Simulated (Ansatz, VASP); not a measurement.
**CdS: VASP beside Ansatz**

Contents of INCAR:

```
ALGO     = Normal         # electronic algorithm
EDIFF    = 1E-7           # SCF threshold, eV
ENCUT    = 520            # plane-wave cutoff, eV
GGA      = PS             # functional
ISIF     = 2              # what is computed and relaxed
ISMEAR   = -1             # smearing method
LASPH    = T              # aspherical terms in the spheres
LCHARG   = T              # write CHGCAR
LELF     = T              # ELF
LREAL    = F              # projectors in reciprocal space
LVHAR    = T            
LWAVE    = F              # write WAVECAR
NBANDS   = 26             # bands
NELM     = 80             # most SCF steps
PREC     = Accurate       # precision mode
SIGMA    = 0.01           # smearing width, eV
```

KPOINTS

```
k-points
0
Gamma
  6 6 4
```

Contents of POSCAR:

```
CdS
1.0
    4.1500000000      0.0000000000      0.0000000000
   -2.0750000000      3.5940054257      0.0000000000
    0.0000000000      0.0000000000      6.7370000000
Cd S
2 2
Direct
    0.3333330000      0.6666670000      0.0000000000
    0.6666670000      0.3333330000      0.5000000000
    0.3333330000      0.6666670000      0.3750000000
    0.6666670000      0.3333330000      0.8750000000
```

Input for Ansatz:

```yaml
crystal:
  lattice:
    - [4.15, 0.0, 0.0]
    - [-2.0749999999999993, 3.594005425705421, 0.0]
    - [0.0, 0.0, 6.737]
  atoms:
    - { symbol: Cd, position: [0.333333, 0.666667, 0.0] }
    - { symbol: Cd, position: [0.6666669999999999, 0.33333299999999993, 0.5] }
    - { symbol: S, position: [0.333333, 0.666667, 0.37499999999999994] }
    - { symbol: S, position: [0.6666669999999999, 0.33333299999999993, 0.8749999999999999] }
kpoints:
  mp_grid:
    grid: [6, 6, 4]
    shift: [0.0, 0.0, 0.0]
hamiltonian:
  xc: pbesol
  pseudopotentials:
    kind: paw
scf:
  occupations:
    method: fermi_dirac
    width: 0.01
output:
  forces: true
  stress: true
  eigenvalues: true
```

Alike in both runs: task single point; functional PBEsol; k mesh 6 × 6 × 4; occupations fermi-dirac, width 0.01 eV; no spin polarisation.

```csv
,VASP,Ansatz
version,VASP 6.6.1,Ansatz 0.2.0
potentials or method,"VASP PAW PBE potentials, release 64 (Cd, S)","plane waves, PAW"
plane-wave cutoff (eV),520,420
valence electrons in the cell,36,52
```

|  | VASP | Ansatz | Ansatz less VASP |
| --- | --- | --- | --- |
| gap on the k mesh at the Fermi level (eV) | 1.06 | 1.06 | -0.004 |
| pressure (GPa) | -0.6 | -1.0 | -0.37 |
| traceless stress, the component that is largest in VASP (GPa) | 0.39 | 0.37 | -0.016 |
| rms of the force components (eV/Å) | 0.038 | 0.037 | -0.0008 |

VASP's potentials were made for PBE, not for PBEsol. Atom by atom the forces differ by 0.001 eV/Å (rms over components). VASP's potentials hold 36 valence electrons a cell and Ansatz's 52, so a difference there can come from the potentials and not from the codes. Ansatz's warnings: structure snapped to symmetry.
